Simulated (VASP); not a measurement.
# MnSb4 (P4/mmm) in VASP: single point with LDA+U

Aim: the single point of MnSb4 with LDA+U.

Everything below comes from runs of VASP 6.6.1. Logs are shortened: lines on timing, memory, paths and dates and some standing lists are left out, and cuts for length are marked.

### Step 1. The cell of the first run

The structure is tetragonal, space group P4/mmm (No. 123). Conventional cell: a = 3.080 Å, b = 3.080 Å, c = 14.994 Å, α = 90.00°, β = 90.00°, γ = 90.00°. Within 3.6 Å of Sb (site symmetry 4mm) lie 1 Mn at 2.70 Å and 5 Sb at 3.08 to 3.29 Å. Sb (site symmetry 4mm) has 6 Sb at 3.02 to 3.29 Å within 4.0 Å. Within 3.6 Å of Mn (site symmetry 4/mmm) lie 2 Sb at 2.70 Å and 4 Mn at 3.08 Å.

### Step 2. Single point, LDA+U, collinear spin, ferromagnetic start

INCAR

```
  PREC = Accurate
  ENCUT = 680
  EDIFF = 1E-6
  ISMEAR = -1
  SIGMA = 0.05
  LREAL = F
  LASPH = T
  NELM = 200
  ALGO = Normal
  ISIF = 2
  LWAVE = F
  LCHARG = T
  ISPIN = 2
  MAGMOM = 0 0 0 0 4
  LORBIT = 11
  LMAXMIX = 4
  LDAU = T
  LDAUTYPE = 2
  LDAUL = -1 2
  LDAUU = 0 1
  LDAUJ = 0 0
  LDAUPRINT = 1
  LELF = T
  LVHAR = T
  NBANDS = 50
  GGA_COMPAT = F
```

KPOINTS

```
regular mesh
0
Gamma
  9 9 2
```

POSCAR

```
MnSb4
1.0
    3.0805000000      0.0000000000      0.0000000000
    0.0000000000      3.0805000000      0.0000000000
    0.0000000000      0.0000000000     14.9942030000
Sb Mn
4 1
Direct
    0.0000000000      0.0000000000      0.8196820000
    0.0000000000      0.0000000000      0.6005510000
    0.0000000000      0.0000000000      0.3994490000
    0.0000000000      0.0000000000      0.1803180000
    0.0000000000      0.0000000000      0.0000000000
```

Potentials or basis: VASP PAW LDA potentials, release 64 (Sb_d_GW, Mn_sv).

On the command line:

```console
cat potpaw_LDA.64/Sb_d_GW/POTCAR potpaw_LDA.64/Mn_sv/POTCAR > POTCAR
mpirun -np 1 vasp_std > vasp.out
```

OUTCAR:

```text
PREC = Accurate
   ENCUT = 680
   EDIFF = 1E-6
   ISMEAR = -1
   LREAL = F
   LASPH = T
   NELM = 200
   ISIF = 2
   ISPIN = 2
   LORBIT = 11

 ion  position               nearest neighbor table
   1  0.000  0.000  0.820-   5 2.70   2 3.29
   2  0.000  0.000  0.601-   3 3.02   1 3.29
   3  0.000  0.000  0.399-   2 3.02   4 3.29
   4  0.000  0.000  0.180-   5 2.70   3 3.29
   5  0.000  0.000  0.000-   1 2.70   4 2.70

  LATTYP: Found a simple tetragonal cell.
 ALAT       =     3.0805000000
 C/A-ratio  =     4.8674575556

  Lattice vectors:

 A1 = (   3.0805000000,   0.0000000000,   0.0000000000)
 A2 = (   0.0000000000,   3.0805000000,   0.0000000000)
 A3 = (   0.0000000000,   0.0000000000,  14.9942030000)

Analysis of symmetry for initial positions (statically):
=====================================================================
 Subroutine PRICEL returns:
 Original cell was already a primitive cell.

 Routine SETGRP: Setting up the symmetry group for a
 simple tetragonal supercell.

 Subroutine GETGRP returns: Found 16 space group operations
 (whereof 16 operations were pure point group operations)
 out of a pool of 16 trial point group operations.

The static configuration has the point symmetry D_4h.

Analysis of symmetry for dynamics (positions and initial velocities):
=====================================================================
 Subroutine PRICEL returns:
 Original cell was already a primitive cell.

 Routine SETGRP: Setting up the symmetry group for a
 simple tetragonal supercell.

 Subroutine GETGRP returns: Found 16 space group operations
 (whereof 16 operations were pure point group operations)
 out of a pool of 16 trial point group operations.

The dynamic configuration has the point symmetry D_4h.

Analysis of structural, dynamic, and magnetic symmetry:
[... 186 lines left out ...]
  o =  0.7837  v =  0.0000 -0.0000 -1.0000  0.0000 -0.0000  0.0000  0.0000  0.0000  0.0000  0.0000      0.0000  0.0000  0.0000  0.0000  0.0000  0.0000  0.0000  0.0000  0.0000  0.0000
  o =  0.8491  v =  0.0000  0.0000 -0.0000  0.0000  1.0000  0.0000  0.0000  0.0000  0.0000  0.0000      0.0000  0.0000  0.0000  0.0000  0.0000  0.0000  0.0000  0.0000  0.0000  0.0000
  o =  0.8567  v =  0.0000 -0.9831  0.0000 -0.1831  0.0000  0.0000  0.0000  0.0000  0.0000  0.0000      0.0000  0.0000  0.0000  0.0000  0.0000  0.0000  0.0000  0.0000  0.0000  0.0000
  o =  0.8567  v =  0.0000  0.1831 -0.0000 -0.9831 -0.0000  0.0000  0.0000  0.0000  0.0000  0.0000      0.0000  0.0000  0.0000  0.0000  0.0000  0.0000  0.0000  0.0000  0.0000  0.0000
  o =  0.8681  v =  1.0000  0.0000  0.0000  0.0000  0.0000  0.0000  0.0000  0.0000  0.0000  0.0000      0.0000  0.0000  0.0000  0.0000  0.0000  0.0000  0.0000  0.0000  0.0000  0.0000

 number of electron      74.9999989 magnetization       4.1251602

 Free energy of the ion-electron system (eV)
  ---------------------------------------------------
  ext. energy  EPLUGINS =         0.00000000
  ---------------------------------------------------
  free energy    TOTEN  =       -26.35834386 eV

  energy without entropy =      -26.33027567  energy(sigma->0) =      -26.34430976

 E-fermi :   4.9762     XC(G=0): -10.2165

 val. band max:        4.9602297718   @ k =   0.2222   0.2222   0.0000
 cond. band min:       4.9936764507   @ k =   0.2222   0.1111   0.0000
 fundamental gap:      0.0334466789
 Fermi energy:         4.9761934268

 spin component 1

 k-point     1 :       0.0000    0.0000    0.0000
  band No.  band energies     occupation
      1     -75.3560      1.00000
      2     -44.6247      1.00000
      3     -44.6247      1.00000
      4     -44.4605      1.00000
      5     -24.1596      1.00000
      6     -24.1549      1.00000
[... 2489 lines left out ...]
     48      10.5120      0.00000
     49      11.4474      0.00000

 [... further k-points ...]

 [bands above 49 left out]

------------------------ aborting loop because EDIFF is reached ----------------------------------------

  FORCE on cell =-STRESS in cart. coord.  units (eV):
  Direction    XX          YY          ZZ          XY          YZ          ZX
  --------------------------------------------------------------------------------------
  -------------------------------------------------------------------------------------
  Total       -3.0350111     -3.0350111     -4.5876319      0.0000000      0.0000000     -0.0000000
  in kB      -34.1747270    -34.1747270    -51.6574939      0.0000000      0.0000000     -0.0000000
  external PRESSURE =     -40.0023160 kB  Pullay stress =       0.0000000 kB

 VOLUME and BASIS-vectors are now :
 -----------------------------------------------------------------------------
  energy-cutoff  :      680.00
  volume of cell :      142.29
      direct lattice vectors                 reciprocal lattice vectors
     3.080500000  0.000000000  0.000000000     0.324622626  0.000000000  0.000000000
     0.000000000  3.080500000  0.000000000     0.000000000  0.324622626  0.000000000
     0.000000000  0.000000000 14.994203000     0.000000000  0.000000000  0.066692441

 POSITION                                       TOTAL-FORCE (eV/Angst)
 -----------------------------------------------------------------------------------
      0.00000      0.00000     12.29048         0.000000      0.000000      0.041390
      0.00000      0.00000      9.00478        -0.000000      0.000000     -0.066308
      0.00000      0.00000      5.98942         0.000000      0.000000      0.066308
      0.00000      0.00000      2.70372         0.000000     -0.000000     -0.041390
      0.00000      0.00000      0.00000         0.000000     -0.000000      0.000000
 -----------------------------------------------------------------------------------
    total drift:                                0.000000     -0.000000      0.000000

  FREE ENERGIE OF THE ION-ELECTRON SYSTEM (eV)
  ---------------------------------------------------
  free  energy   TOTEN  =       -26.3583438591 eV

  energy  without entropy=      -26.3302756683  energy(sigma->0) =      -26.34430976

 total charge

# of ion       s       p       d       f       tot
--------------------------------------------------
    1        1.335   1.377   9.999   0.009  12.720
    2        1.353   1.327  10.001   0.008  12.689
    3        1.353   1.327  10.001   0.008  12.689
    4        1.335   1.377   9.999   0.009  12.720
    5        2.196   5.991   4.677   0.000  12.863
--------------------------------------------------
tot          7.572  11.399  44.676   0.034  63.681

 magnetization (x)

# of ion       s       p       d       f       tot
--------------------------------------------------
    1       -0.001  -0.033   0.002   0.001  -0.030
    2       -0.002   0.004  -0.000   0.000   0.002
    3       -0.002   0.004  -0.000   0.000   0.002
    4       -0.001  -0.033   0.002   0.001  -0.030
    5        0.023   0.012   3.716   0.000   3.752
--------------------------------------------------
tot          0.019  -0.045   3.720   0.003   3.697
```

stdout:

```text
POSCAR found type information on POSCAR SbMn
 POSCAR found :  2 types and       5 ions
 scaLAPACK will be used
 LDA part: xc-table for (Slater(with rela. corr.)+CA(PZ))
 , standard interpolation
 POSCAR, INCAR and KPOINTS ok, starting setup
 FFT: planning ... GRIDC
 FFT: planning ... GRID_SOFT
 FFT: planning ... GRID
 WAVECAR not read
 entering main loop
```

It took 13 min on 1 thread of AMD EPYC 9R45 (Zen 5), shared host; peak memory 0.56 GiB.

Results:

- Free energy: -26.3583 eV
- Pressure: -4.0 GPa
- Largest force: 0.066 eV/Å
- Net moment: 4.13 μB per cell
- Site moments: Sb -0.03, +0.00 (each value once); Mn +3.75 μB
- Valence electrons inside the program's atomic spheres: Sb 12.72, 12.69 (each value once); Mn 12.86

Forces on the atoms (eV/Å):
```
Sb   0.000  0.000  0.041
Sb   0.000  0.000 -0.066
Sb   0.000  0.000  0.066
Sb   0.000  0.000 -0.041
Mn   0.000  0.000  0.000
```

Levels at points of the mesh, in eV from the Fermi level:
Spin up:
```tsv
k point	band 37	band 38	band 39	band 40	band 41	band 42
(0.00, 0.00, 0.00)	0.72	1.67	3.52	3.52	4.20	4.20
(0.00, 0.00, 0.50)	-0.64	3.04	3.54	3.54	4.06	4.06
```
Spin down:
```tsv
k point	band 31	band 32	band 33	band 34	band 35	band 36	band 37	band 38	band 39	band 40
(0.00, 0.00, 0.00)	-3.39	-0.91	0.19	0.81	1.54	1.54	2.08	2.85	3.53	3.53
(0.00, 0.00, 0.50)	-1.95	-1.60	0.19	0.40	1.54	1.54	2.08	3.56	3.56	3.85
```

Eigenvalues of the final occupation matrices:
| site | spin | trace | eigenvalues |
| --- | --- | --- | --- |
| site 5 d | 1 | 4.21 | 0.78 0.85 0.86 0.86 0.87 |
| site 5 d | 2 | 0.48 | 0.04 0.04 0.06 0.08 0.26 |

Caveat: the cell stands under tension; spin-orbit coupling is left out, which moves the levels of the heavy elements; a cell with one magnetic atom can't hold antiferromagnetic order, which such compounds often take; the U is typed as a test and isn't derived for this compound. The state reached can hang on the start; a lower one may exist.
